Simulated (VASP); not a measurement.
Input of a VASP 6.6.1 run:

POSCAR

```
Bi3PbN
1.0
    5.2168329100     -0.1104575500      0.0384483300
   -0.1104575500      5.2622732200      0.0403576100
    0.0384483300      0.0403576100      5.3482080200
Pb N Bi
1 1 3
Direct
    0.5101680000      0.5112480000      0.5284830000
    0.0391150000      0.0165880000      0.9860240000
    0.0077130000      0.4938870000      0.5103930000
    0.5472740000      0.0096050000      0.5322620000
    0.4760750000      0.5017240000      0.9910240000
```

Contents of INCAR.step1:

```
PREC = Accurate
ENCUT = 520
ISMEAR = -1
SIGMA = 0.1
LREAL = False
LASPH = True
NELM = 100
NBANDS = 40
GGA = PE
ALGO = Normal
EDIFF = 1E-4
LWAVE = True
LCHARG = False
```

INCAR.step2

```
PREC = Accurate
ENCUT = 520
EDIFF = 1E-7
ISMEAR = -1
SIGMA = 0.1
LREAL = False
LASPH = True
NELM = 100
ALGO = Normal
ISIF = 2
LWAVE = False
LCHARG = False
METAGGA = R2SCAN
LMIXTAU = True
NBANDS = 40
ISTART = 1
```

KPOINTS

```
Automatic mesh
0
Gamma
  4 4 4
  0 0 0.5
```

Potentials or basis: VASP PAW PBE potentials, release 64 (Pb_d, N, Bi_d).

Run with:

```bash
$ cat potpaw_PBE.64/Pb_d/POTCAR potpaw_PBE.64/N/POTCAR potpaw_PBE.64/Bi_d/POTCAR > POTCAR
$ cp INCAR.step1 INCAR
$ mpirun -np 1 vasp_std > vasp.out
$ cp INCAR.step2 INCAR
$ mpirun -np 1 vasp_std > vasp.out
```

Predict the band gap on the k mesh.

zero (bands 32 and 33 overlap by 0.60 eV).

Predict the pressure.

20.1 GPa.

Estimate the largest force.

5.321 eV/Å.

Stress tensor (GPa, compression positive):
```
20.52 -2.15 -0.55
-2.15 17.34  0.46
-0.55  0.46 22.38
```

Caveat: the cell stands under pressure; the PAW data sets were made with another functional, which shifts forces and pressure a little; spin-orbit coupling is left out, which moves the levels of the heavy elements.
